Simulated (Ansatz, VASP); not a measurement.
## Os: VASP beside Ansatz

Contents of INCAR:

```
SYSTEM = Os
PREC = Accurate
ENCUT = 520
EDIFF = 1E-8
ISMEAR = -1
SIGMA = 0.05
LREAL = .False.
LASPH = .True.
NELM = 120
ALGO = Normal
ISIF = 2
LWAVE = .False.
LCHARG = .False.
GGA = PE
LEFG = .True.
NBANDS = 15
GGA_COMPAT = .False.
```

File KPOINTS:

```
Automatic mesh
0
Gamma
  15 15 9
  0 0 0
```

POSCAR

```
Os
1.0
    2.7340999755      0.0000000000      0.0000000000
   -1.3670499878      2.3678000353      0.0000000000
    0.0000000000      0.0000000000      4.2765030000
Os
2
Direct
    0.3333333333      0.6666666667      0.2500000000
    0.6666666667      0.3333333333      0.7500000000
```

Input for Ansatz:

```yaml
crystal:
  lattice:
    - [2.7340999755, 0.0, 0.0]
    - [-1.3670499878, 2.3678000353, 0.0]
    - [0.0, 0.0, 4.276503]
  atoms:
    - { symbol: Os, position: [0.3333333333, 0.6666666667, 0.25] }
    - { symbol: Os, position: [0.6666666667, 0.3333333333, 0.75] }
kpoints:
  mp_grid: { grid: [15, 15, 9] }
scf:
  occupations: { method: fermi_dirac, width: 0.05 }
hamiltonian:
  xc: pbe
  pseudopotentials: { kind: paw }
output:
  forces: true
  stress: true
  eigenvalues: true
  efg: { contact_densities: true }
```

Change from the starting cell: zz strain of -1 %, PAW files.

Alike in both runs: task electric field gradients; functional PBE; k mesh 15 × 15 × 9; occupations fermi-dirac, width 0.05 eV; no spin polarisation.

|  | VASP | Ansatz |
| --- | --- | --- |
| version | VASP 6.6.1 | Ansatz 0.2.0 |
| potentials or method | VASP PAW PBE potentials, release 64 (Os) | PAW with Ansatz's default frozen-core files, scalar-relativistic |
| plane-wave cutoff (eV) | 520 | 420 |
| valence electrons in the cell | 16 | 32 |

|  | VASP | Ansatz | Ansatz less VASP |
| --- | --- | --- | --- |
| pressure (GPa) | 13.6 | 13.4 | -0.12 |
| traceless stress, the component that is largest in VASP (GPa) | 5.06 | 5.19 | +0.123 |
| size of Vzz on the site where it differs most (V/Å²) | 102.1 | 76.5 | -25.59 |

VASP's potentials hold 16 valence electrons a cell and Ansatz's 32, so a difference there can come from the potentials and not from the codes.

Spin-orbit coupling is off throughout.
